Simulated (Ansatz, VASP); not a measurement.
# GaSb3 in VASP and in Ansatz

```xyz
4
Lattice="0.0000 3.4841 3.6753 3.4841 0.0000 3.6753 3.4841 3.4841 0.0000" Properties=species:S:1:pos:R:3 pbc="T T T"
Ga    0.0000    0.0000    0.0000
Sb    1.7420    1.7420    1.8377
Sb    5.2261    5.2261    5.5130
Sb    3.4841    3.4841    3.6753
```

Alike in both runs: task single point; functional PBEsol; k mesh 10 × 10 × 10; occupations gaussian, width 0.15 eV; no spin polarisation.

```csv
,VASP,Ansatz
version,VASP 6.6.1,Ansatz 0.2.0
potentials or method,"VASP PAW PBE potentials, release 64 (Ga_d, Sb), cutoff 520 eV","scalar-relativistic, plane waves, PAW"
valence electrons in the cell,28,58
```

|  | VASP | Ansatz | Ansatz less VASP |
| --- | --- | --- | --- |
| gap on the k mesh at the Fermi level (eV) | none | none | - |
| pressure (GPa) | 6.8 | 6.7 | -0.11 |
| traceless stress, the component that is largest in VASP (GPa) | -1.90 | -1.89 | +0.010 |

VASP's potentials were made for PBE, not for PBEsol, and Ansatz warns of the same on its side. A gap of «none» marks a metal or a gap that the smearing closes. The functional is the same, so the differences come from potentials, cutoffs and numerics. VASP's potentials hold 28 valence electrons a cell and Ansatz's 58, so a difference there can come from the potentials and not from the codes.

Spin-orbit coupling is off throughout.
